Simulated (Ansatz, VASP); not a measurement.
## Two plane-wave programs on Ag

The input INCAR:

```
SYSTEM = Ag
PREC = Accurate
ENCUT = 520
EDIFF = 1E-6
ISMEAR = 0
SIGMA = 0.1
LREAL = .FALSE.
LASPH = .TRUE.
NELM = 80
ALGO = Normal
ISIF = 2
LWAVE = .FALSE.
LCHARG = .FALSE.
GGA = PE
NBANDS = 12
```

Contents of KPOINTS:

```
regular mesh
0
G
  9 9 8
  0 0 0
```

The input POSCAR:

```
Ag
1.0
    2.7939576771      0.0000000000      0.0000000000
   -1.3969788386      2.4196383255      0.0000000000
    0.0000000000      0.0000000000      2.6106042045
Ag
1
Direct
    0.0000000000      0.0000000000      0.0000000000
```

Input for Ansatz:

```yaml
crystal:
  lattice:
    - [2.7939576771, 0.0, 0.0]
    - [-1.3969788386, 2.4196383255, 0.0]
    - [0.0, 0.0, 2.6106042045]
  atoms:
    - { symbol: Ag, position: [0.0, 0.0, 0.0] }
basis:
  ecutwfc: 420
kpoints:
  mp_grid: { grid: [9, 9, 8] }
hamiltonian:
  xc: pbe
scf:
  occupations: { method: gaussian, width: 0.1 }
  lower_state_search: "off"
output:
  forces: true
  stress: true
  eigenvalues: true
```

Alike in both runs: task single point; functional PBE; k mesh 9 × 9 × 8; occupations gaussian, width 0.1 eV; no spin polarisation.

```csv
,VASP,Ansatz
version,VASP 6.6.1,Ansatz 0.2.0
potentials or method,"VASP PAW PBE potentials, release 64 (Ag), cutoff 520 eV","scalar-relativistic, plane waves, PAW"
valence electrons in the cell,11,19
```

|  | VASP | Ansatz | Ansatz less VASP |
| --- | --- | --- | --- |
| gap on the k mesh at the Fermi level (eV) | none | none | - |
| pressure (GPa) | 9.4 | 9.6 | +0.22 |
| traceless stress, the component that is largest in VASP (GPa) | 7.91 | 8.01 | +0.105 |

A gap of «none» marks a metal or a gap that the smearing closes. VASP's potentials hold 11 valence electrons a cell and Ansatz's 19, so a difference there can come from the potentials and not from the codes.
